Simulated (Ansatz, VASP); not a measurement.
# Cr: VASP beside Ansatz

INCAR

```
PREC = Accurate ; ENCUT = 520
EDIFF = 1E-6 ; ISMEAR = -1
SIGMA = 0.05 ; LREAL = False
LASPH = True ; NELM = 150
ALGO = Normal ; ISIF = 2
LWAVE = False ; LCHARG = False
ISPIN = 2 ; MAGMOM = 2.163 -2.163
LORBIT = 11 ; LMAXMIX = 4
GGA = PS ; NBANDS = 23
```

File KPOINTS:

```
regular mesh
0
Gamma
  17 17 17
```

File POSCAR:

```
Cr
1.0
    0.0000000000      2.5980695397      2.5980695397
    2.5980695397      0.0000000000      2.5980695397
    2.5980695397      2.5980695397      0.0000000000
Cr
2
Direct
    0.1250000000      0.1250000000      0.1250000000
    0.8750000000      0.8750000000      0.8750000000
```

Input for Ansatz:

```yaml
crystal:
  lattice:
    - [0.0, 2.5980695397, 2.5980695397]
    - [2.5980695397, 0.0, 2.5980695397]
    - [2.5980695397, 2.5980695397, 0.0]
  atoms:
    - { symbol: Cr, position: [0.125, 0.125, 0.125], spin: 2.163 }
    - { symbol: Cr, position: [0.875, 0.875, 0.875], spin: -2.163 }
hamiltonian:
  xc: pbesol
  pseudopotentials:
    kind: paw
    azcp:
      Cr: "pseudopotentials/Cr.paw.azcp"
basis:
  ecutwfc: 420
  fft_grid_basis: typed
kpoints:
  mp_grid: { grid: [17, 17, 17], shift: [0, 0, 0] }
magnetization:
  spin_polarized: true
scf:
  occupations: { method: fermi_dirac, width: 0.05 }
```

Alike in both runs: task single point; functional PBEsol; k mesh 17 × 17 × 17; occupations fermi-dirac, width 0.05 eV; collinear spin.

|  | VASP | Ansatz |
| --- | --- | --- |
| version | VASP 6.6.1 | Ansatz 0.2.0 |
| potentials or method | VASP PAW PBE potentials, release 64 (Cr_pv), cutoff 520 eV | plane waves (420 eV) with PAW, scalar-relativistic |
| valence electrons in the cell | 24 | 28 |

Ansatz gave:

```
net moment per atom (μB)                                      : 0.00
size of the moment on the site where the two differ most (μB) : 2.16
```

Q: Estimate VASP's values.

A: net moment per atom (μB): 0.00; size of the moment on the site where the two differ most (μB): 2.40.

VASP's potentials were made for PBE, not for PBEsol, and Ansatz warns of the same on its side. Site moments also hang on the region over which each program counts them. The functional is the same, so the differences come from potentials, cutoffs and numerics. VASP's potentials hold 24 valence electrons a cell and Ansatz's 28, so a difference there can come from the potentials and not from the codes.
